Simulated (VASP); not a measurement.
# Nb (Im-3m) in VASP: notebook

Nb is run at these levels: PBE; tasks: single point.

Program: VASP 6.6.1. These are calculated values, not measurements. Logs are shortened: lines on timing, memory, paths and dates and some standing lists are left out, and cuts for length are marked.

### Step 1. The cell of the first run

The structure is cubic, space group Im-3m (No. 229). The conventional cell has a = 3.396 Å, b = 3.396 Å, c = 3.396 Å, α = 90.00°, β = 90.00°, γ = 90.00°. Within 3.9 Å of Nb (site symmetry m-3m) lie 14 Nb at 2.94 to 3.40 Å.

### Step 2. Single point, PBE (volume scaled by 1.08)

Input file INCAR:

```
ALGO = Normal
EDIFF = 1E-6
ENCUT = 520
GGA = PE
ISIF = 2
ISMEAR = -1
LASPH = True
LCHARG = True
LELF = True
LREAL = False
LVHAR = True
LWAVE = False
NBANDS = 12
NELM = 80
PREC = Accurate
SIGMA = 0.1
```

Input file KPOINTS:

```
k-points
0
Gamma
  22 22 22
```

Input file POSCAR:

```
Nb
1.0
   -1.6977965213      1.6977965213      1.6977965213
    1.6977965213     -1.6977965213      1.6977965213
    1.6977965213      1.6977965213     -1.6977965213
Nb
1
Direct
    0.0000000000      0.0000000000      0.0000000000
```

Potentials or basis: VASP PAW PBE potentials, release 64 (Nb_sv).

Command:

```console
cat potpaw_PBE.64/Nb_sv/POTCAR > POTCAR
mpirun -np 1 vasp_std > vasp.out
```

OUTCAR:

```text
EDIFF = 1E-6
   ENCUT = 520
   GGA = PE
   ISIF = 2
   ISMEAR = -1
   LASPH = True
   LREAL = False
   NELM = 80
   PREC = Accurate

 ion  position               nearest neighbor table
   1  0.000  0.000  0.000-

  LATTYP: Found a body centered cubic cell.
 ALAT       =     3.3955930426

  Lattice vectors:

 A1 = (  -1.6977965213,   1.6977965213,   1.6977965213)
 A2 = (   1.6977965213,  -1.6977965213,   1.6977965213)
 A3 = (   1.6977965213,   1.6977965213,  -1.6977965213)

Analysis of symmetry for initial positions (statically):
=====================================================================
 Subroutine PRICEL returns:
 Original cell was already a primitive cell.

 Routine SETGRP: Setting up the symmetry group for a
 body centered cubic supercell.

 Subroutine GETGRP returns: Found 48 space group operations
 (whereof 48 operations were pure point group operations)
 out of a pool of 48 trial point group operations.

The static configuration has the point symmetry O_h .

Analysis of symmetry for dynamics (positions and initial velocities):
=====================================================================
 Subroutine PRICEL returns:
 Original cell was already a primitive cell.

 Routine SETGRP: Setting up the symmetry group for a
 body centered cubic supercell.

 Subroutine GETGRP returns: Found 48 space group operations
 (whereof 48 operations were pure point group operations)
 out of a pool of 48 trial point group operations.

The dynamic configuration has the point symmetry O_h .

 Subroutine INISYM returns: Found 48 space group operations
 (whereof 48 operations are pure point group operations),
 and found     1 'primitive' translations

----------------------------------------------------------------------------------------

                                     Primitive cell

  volume of cell :      19.5757

  direct lattice vectors                    reciprocal lattice vectors
    -1.697796521  1.697796521  1.697796521     0.000000000  0.294499367  0.294499367
     1.697796521 -1.697796521  1.697796521     0.294499367  0.000000000  0.294499367
     1.697796521  1.697796521 -1.697796521     0.294499367  0.294499367  0.000000000

  length of vectors
     2.940669836  2.940669836  2.940669836     0.416484998  0.416484998  0.416484998

  position of ions in fractional coordinates (direct lattice)
     0.000000000  0.000000000  0.000000000

  ion indices of the primitive-cell ions
   primitive index   ion index
                 1           1

----------------------------------------------------------------------------------------

 KPOINTS: k-points

Automatic generation of k-mesh.
 Grid dimensions read from file:
 generate k-points for:   22   22   22

 Generating k-lattice:

  Cartesian coordinates                     Fractional coordinates (reciprocal lattice)
     0.000000000  0.013386335  0.013386335     0.045454545  0.000000000  0.000000000
     0.013386335  0.000000000  0.013386335     0.000000000  0.045454545  0.000000000
     0.013386335  0.013386335  0.000000000     0.000000000  0.000000000  0.045454545

  Length of vectors
     0.018931136  0.018931136  0.018931136

  Shift w.r.t. Gamma in fractional coordinates (k-lattice)
     0.000000000  0.000000000  0.000000000

 Subroutine IBZKPT returns following result:
 ===========================================

 Found    328 irreducible k-points:

 Following reciprocal coordinates:
            Coordinates               Weight
  0.000000  0.000000  0.000000      1.000000
  0.045455  0.000000  0.000000     12.000000
  0.090909  0.000000  0.000000     12.000000
  0.136364  0.000000  0.000000     12.000000
  0.181818  0.000000  0.000000     12.000000
  0.227273  0.000000  0.000000     12.000000
[... 16 lines left out ...]
  0.090909  0.090909  0.000000     24.000000
  0.136364  0.090909  0.000000     48.000000
 [... further k-points ...]
   k-points           NKPTS =    328   k-points in BZ     NKDIM =    328   number of bands    NBANDS=     12
   number of dos      NEDOS =    301   number of ions     NIONS =      1
   total plane-waves  NPLWV =  13824
   dimension x,y,z NGX =    24 NGY =   24 NGZ =   24
   dimension x,y,z NGXF=    48 NGYF=   48 NGZF=   48
   ions per type =               1
   NGX,Y,Z   is equivalent  to a cutoff of  13.57, 13.57, 13.57 a.u.
   NGXF,Y,Z  is equivalent  to a cutoff of  27.14, 27.14, 27.14 a.u.
 SYSTEM =  unknown system
   PREC   = accura    normal or accurate (medium, high low for compatibility)
   ISTART =      0    job   : 0-new  1-cont  2-samecut
   ICHARG =      2    charge: 1-file 2-atom 10-const
   ISPIN  =      1    spin polarized calculation?
   LNONCOLLINEAR =      F non collinear calculations
   LSORBIT =      F    spin-orbit coupling
   LASPH  =      T    aspherical Exc in radial PAW
   ENCUT  =  520.0 eV  38.22 Ry    6.18 a.u.   5.47  5.47  5.47*2*pi/ulx,y,z
   NELM   =     80;   NELMIN=  2; NELMDL= -5     # of ELM steps
   EDIFF  = 0.1E-05   stopping-criterion for ELM
   LREAL  =      F    real-space projection
   EDIFFG = 0.1E-04   stopping-criterion for IOM
   NSW    =      0    number of steps for IOM
   IBRION =     -1    ionic relax: 0-MD 1-quasi-New 2-CG
   NFREE  =      0    steps in history (QN), initial steepest desc. (CG)
   ISIF   =      2    stress and relaxation
   ISYM   =      2    0-nonsym 1-usesym 2-fastsym
   POTIM  = 0.5000    time-step for ionic-motion
   TEBEG  =    0.0;   TEEND  =   0.0 temperature during run
   PSTRESS=    0.0 pullay stress
   NELECT =      13.0000    total number of electrons
   NUPDOWN=      -1.0000    fix difference up-down
   EMIN   =  10.00;   EMAX   =-10.00  energy-range for DOS
   EFERMI =   0.00;   METHOD = LEGACY
   ISMEAR =    -1;   SIGMA  =   0.10  broadening in eV -4-tet -1-fermi 0-gaus
   EFERMI_NEDOS =   21; number of points for ismear=-14 and -15
   IALGO  =     38    algorithm
   IMIX   =      4    mixing-type and parameters
     AMIX     =   0.40;   BMIX     =  1.00
     AMIX_MAG =   1.60;   BMIX_MAG =  1.00
  volume/ion in A,a.u.               =      19.58       132.10
  Fermi-wavevector in a.u.,A,eV,Ry     =   1.428292  2.699080 27.756127  2.040018
  Thomas-Fermi vector in A             =   2.548369
   LORBIT       =      0    0 simple, 1 ext, 2 COOP (PROOUT), +10 PAW based schemes
   GGA     = PE    functional components
   LHFCALC =     F    Hartree Fock is set to
   AEXX    =    0.0000 exact exchange contribution
   IVDW    =     0    specifies the selected vdW correction
   LEPSILON=     F    determine dielectric tensor
   LRPA    =     F    only Hartree local field effects (RPA)
 non-spin polarized calculation
  energy-cutoff  :      520.00
  volume of cell :       19.58
 maximum number of plane-waves:       543
 NGX is ok and might be reduce to    24
   NGX = 11   NGY = 11   NGZ = 11

 number of electron      13.0000001 magnetization

 Free energy of the ion-electron system (eV)
  ---------------------------------------------------
  ext. energy  EPLUGINS =         0.00000000
  ---------------------------------------------------
  free energy    TOTEN  =       -10.18780079 eV

  energy without entropy =      -10.13504133  energy(sigma->0) =      -10.16142106

 E-fermi :  10.0742     XC(G=0): -12.0757

 val. band max:       10.0686669860   @ k =   0.3182   0.1818   0.0000
 cond. band min:      10.0820646620   @ k =  -0.4545  -0.4545   0.0909
 fundamental gap:      0.0133976760
 Fermi energy:        10.0741799488

 k-point     1 :       0.0000    0.0000    0.0000
  band No.  band energies     occupation
      1     -44.4326      2.00000
      2     -19.8855      2.00000
      3     -19.8855      2.00000
      4     -19.8855      2.00000
      5       4.2828      2.00000
      6      10.4389      0.05081
      7      10.4389      0.05081
      8      10.4389      0.05081
      9      13.0807      0.00000
     10      13.0807      0.00000
     11      24.0347      0.00000
     12      24.0347      0.00000

 k-point     2 :       0.0455    0.0000    0.0000
  band No.  band energies     occupation
      1     -44.4291      2.00000
      2     -19.9081      2.00000
      3     -19.8925      2.00000
      4     -19.8857      2.00000
      5       4.3610      2.00000
      6      10.3920      0.08003
      7      10.4288      0.05604
      8      10.5121      0.02475
      9      13.0082      0.00000
     10      13.0811      0.00000
     11      24.0986      0.00000
     12      24.1704      0.00000

 k-point     3 :       0.0909    0.0000    0.0000
  band No.  band energies     occupation
      1     -44.4189      2.00000
      2     -19.9734      2.00000
      3     -19.9128      2.00000
      4     -19.8861      2.00000
      5       4.5897      2.00000
      6      10.2585      0.27337
      7      10.3890      0.08232
      8      10.7302      0.00283
      9      12.8320      0.00000
     10      13.0851      0.00000
     11      24.2578      0.00000
     12      24.5644      0.00000
[... 286 lines left out ...]
 k-point    23 :       0.0909    0.0909    0.0000
  band No.  band energies     occupation
      1     -44.3937      2.00000
      2     -20.1321      2.00000
      3     -19.9431      2.00000
      4     -19.9072      2.00000
      5       5.1591      2.00000
      6      10.0262      1.23543
      7      10.1204      0.77299
      8      11.3500      0.00001
      9      12.4971      0.00000
     10      13.1820      0.00000
     11      24.6800      0.00000
     12      25.2516      0.00000

 k-point    24 :       0.1364    0.0909    0.0000
  band No.  band energies     occupation
      1     -44.3738      2.00000
      2     -20.2501      2.00000
      3     -19.9813      2.00000
      4     -19.9140      2.00000
      5       5.6060      2.00000
      6       9.8089      1.86836
      7       9.9465      1.56388
      8      11.8631      0.00000
      9      12.3773      0.00000
     10      13.2675      0.00000
     11      24.8236      0.00000
     12      25.4057      0.00000

 [... further k-points ...]

------------------------ aborting loop because EDIFF is reached ----------------------------------------

  FORCE on cell =-STRESS in cart. coord.  units (eV):
  Direction    XX          YY          ZZ          XY          YZ          ZX
  --------------------------------------------------------------------------------------
  -------------------------------------------------------------------------------------
  Total       -1.3851103     -1.3851103     -1.3851103     -0.0000000      0.0000000     -0.0000000
  in kB     -113.3647490   -113.3647490   -113.3647490     -0.0000000      0.0000000     -0.0000000
  external PRESSURE =    -113.3647490 kB  Pullay stress =       0.0000000 kB

 VOLUME and BASIS-vectors are now :
 -----------------------------------------------------------------------------
  energy-cutoff  :      520.00
  volume of cell :       19.58
      direct lattice vectors                 reciprocal lattice vectors
    -1.697796521  1.697796521  1.697796521     0.000000000  0.294499367  0.294499367
     1.697796521 -1.697796521  1.697796521     0.294499367  0.000000000  0.294499367
     1.697796521  1.697796521 -1.697796521     0.294499367  0.294499367  0.000000000

 POSITION                                       TOTAL-FORCE (eV/Angst)
 -----------------------------------------------------------------------------------
      0.00000      0.00000      0.00000         0.000000     -0.000000      0.000000
 -----------------------------------------------------------------------------------
    total drift:                                0.000000      0.000000      0.000000

  FREE ENERGIE OF THE ION-ELECTRON SYSTEM (eV)
  ---------------------------------------------------
  free  energy   TOTEN  =       -10.1878007853 eV

  energy  without entropy=      -10.1350413261  energy(sigma->0) =      -10.16142106
```

It took 93 s on 1 thread of Intel Xeon 6975P-C, shared host; peak memory 0.2 GiB.

Results:

```
Free energy : -10.1878 eV
Pressure    : -11.3 GPa
```

Levels at points of the mesh, in eV from the Fermi level:
| k point | band 4 | band 5 | band 6 | band 7 | band 8 | band 9 | band 10 | band 11 |
| --- | --- | --- | --- | --- | --- | --- | --- | --- |
| (0.00, 0.00, 0.00) | -29.96 | -5.79 | 0.36 | 0.36 | 0.36 | 3.01 | 3.01 | 13.96 |
| (0.50, 0.00, 0.00) | -29.97 | -3.41 | -1.45 | 1.90 | 2.99 | 3.61 | 5.70 | 10.79 |
| (0.50, 0.50, 0.50) | -30.68 | -3.28 | -3.28 | 5.03 | 5.03 | 5.03 | 8.38 | 8.38 |

### Step 3. Single point, PBE (volume scaled by 1.12)

Input file INCAR:

```
PREC = Accurate ; ENCUT = 520
EDIFF = 1E-7 ; ISMEAR = -1
SIGMA = 0.1 ; LREAL = F
LASPH = T ; NELM = 100
ALGO = Normal ; ISIF = 2
LWAVE = F ; LCHARG = F
GGA = PE ; NBANDS = 12
```

Input file KPOINTS:

```
regular mesh
0
Gamma
  22 22 22
```

Input file POSCAR:

```
Nb
1.0
   -1.7185033977      1.7185033977      1.7185033977
    1.7185033977     -1.7185033977      1.7185033977
    1.7185033977      1.7185033977     -1.7185033977
Nb
1
Direct
    0.0000000000      0.0000000000      0.0000000000
```

Potentials or basis: VASP PAW PBE potentials, release 64 (Nb_sv).

Command:

```console
cat potpaw_PBE.64/Nb_sv/POTCAR > POTCAR
mpirun -np 1 vasp_std > vasp.out
```

OUTCAR:

```text
PREC = Accurate
   ENCUT = 520
   EDIFF = 1E-7
   ISMEAR = -1
   LREAL = F
   LASPH = T
   NELM = 100
   ISIF = 2
   GGA = PE

 ion  position               nearest neighbor table
   1  0.000  0.000  0.000-

  LATTYP: Found a body centered cubic cell.
 ALAT       =     3.4370067954

  Lattice vectors:

 A1 = (  -1.7185033977,   1.7185033977,   1.7185033977)
 A2 = (   1.7185033977,  -1.7185033977,   1.7185033977)
 A3 = (   1.7185033977,   1.7185033977,  -1.7185033977)

[... 537 lines left out ...]
     12      24.6533      0.00000

 [... further k-points ...]

------------------------ aborting loop because EDIFF is reached ----------------------------------------

  FORCE on cell =-STRESS in cart. coord.  units (eV):
  Direction    XX          YY          ZZ          XY          YZ          ZX
  --------------------------------------------------------------------------------------
  -------------------------------------------------------------------------------------
  Total       -1.9698637     -1.9698637     -1.9698637      0.0000000      0.0000000      0.0000000
  in kB     -155.4660532   -155.4660532   -155.4660532      0.0000000      0.0000000      0.0000000
  external PRESSURE =    -155.4660532 kB  Pullay stress =       0.0000000 kB

 VOLUME and BASIS-vectors are now :
 -----------------------------------------------------------------------------
  energy-cutoff  :      520.00
  volume of cell :       20.30
      direct lattice vectors                 reciprocal lattice vectors
    -1.718503398  1.718503398  1.718503398     0.000000000  0.290950836  0.290950836
     1.718503398 -1.718503398  1.718503398     0.290950836  0.000000000  0.290950836
     1.718503398  1.718503398 -1.718503398     0.290950836  0.290950836  0.000000000

 POSITION                                       TOTAL-FORCE (eV/Angst)
 -----------------------------------------------------------------------------------
      0.00000      0.00000      0.00000         0.000000     -0.000000     -0.000000
 -----------------------------------------------------------------------------------
    total drift:                                0.000000      0.000000      0.000000

  FREE ENERGIE OF THE ION-ELECTRON SYSTEM (eV)
  ---------------------------------------------------
  free  energy   TOTEN  =       -10.1270869785 eV

  energy  without entropy=      -10.0720704735  energy(sigma->0) =      -10.09957873
```

stdout:

```text
POSCAR found type information on POSCAR Nb
 POSCAR found :  1 types and       1 ions
 scaLAPACK will be used
 LDA part: xc-table for (Slater+PW92), standard interpolation
 POSCAR, INCAR and KPOINTS ok, starting setup
 FFT: planning ... GRIDC
 FFT: planning ... GRID_SOFT
 FFT: planning ... GRID
 WAVECAR not read
 entering main loop
```

It took 99 s on 1 thread of Intel Xeon 6975P-C, shared host; peak memory 0.2 GiB.

What came out:

```
Free energy : -10.1271 eV
Pressure    : -15.5 GPa
```
